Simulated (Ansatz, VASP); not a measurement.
## One calculation of F, two programs

```
F
1.0
     0.00000    1.58599    1.58599
     1.58599    0.00000    1.58599
     1.58599    1.58599    0.00000
F
1
Direct
  0.00000 0.00000 0.00000
```

Change from the starting cell: volume scaled by 0.95, LAPW.

Alike in both runs: task single point; functional LDA; k mesh 17 × 17 × 17; occupations fermi-dirac, width 0.05 eV; no spin polarisation.

|  | VASP | Ansatz |
| --- | --- | --- |
| version | VASP 6.6.1 | Ansatz 0.2.0 |
| potentials or method | VASP PAW LDA potentials, release 64 (F), cutoff 520 eV | all-electron LAPW, scalar-relativistic |

Ansatz gave:

```
pressure (GPa) : 5.9
```

Question: Which values does VASP return?

Answer: Pressure (GPa): 5.2.

LDA's correlation is that of Perdew and Zunger in VASP and of Perdew and Wang (1992) in Ansatz. Ansatz ran all-electron here, and VASP with PAW potentials.
